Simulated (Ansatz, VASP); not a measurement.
# Two plane-wave programs on PbS

The input INCAR:

```
PREC = Accurate
ENCUT = 520
EDIFF = 1E-7
ISMEAR = 0
SIGMA = 0.01
LREAL = F
LASPH = T
NELM = 100
ALGO = Normal
ISIF = 2
LWAVE = F
LCHARG = F
GGA = PE
NBANDS = 17
```

KPOINTS

```
Automatic mesh
0
Gamma
  6 6 6
```

POSCAR

```
PbS
1.0
    0.0000000000      3.0335897732      3.0335897732
    3.0335897732      0.0000000000      3.0335897732
    3.0335897732      3.0335897732      0.0000000000
Pb S
1 1
Direct
    0.0000000000      0.0000000000      0.0000000000
    0.5000000000      0.5000000000      0.5000000000
```

Input for Ansatz:

```yaml
crystal:
  lattice:
    - [0.0, 3.0335897732, 3.0335897732]
    - [3.0335897732, 0.0, 3.0335897732]
    - [3.0335897732, 3.0335897732, 0.0]
  atoms:
    - { symbol: Pb, position: [0.0, 0.0, 0.0] }
    - { symbol: S, position: [0.5, 0.5, 0.5] }
kpoints:
  mp_grid: { grid: [6, 6, 6] }
hamiltonian:
  xc: pbe
scf:
  occupations: { method: fixed }
  n_extra_bands: 4
output:
  forces: true
  stress: true
  eigenvalues: true
```

Alike in both runs: task single point; functional PBE; k mesh 6 × 6 × 6; no spin polarisation.

|  | VASP | Ansatz |
| --- | --- | --- |
| version | VASP 6.6.1 | Ansatz 0.2.0 |
| potentials or method | VASP PAW PBE potentials, release 64 (Pb_d, S) | plane waves, PAW |
| plane-wave cutoff (eV) | 520 | 420 |
| occupations | gaussian, width 0.01 eV | fixed |
| valence electrons in the cell | 20 | 20 |

VASP gave:

```
gap on the k mesh at the Fermi level (eV) : 0.59
pressure (GPa)                            : -1.5
```

What did Ansatz give for the same quantities?

gap on the k mesh at the Fermi level (eV): 0.58; pressure (GPa): -1.5.

Neither program's run includes spin-orbit coupling.
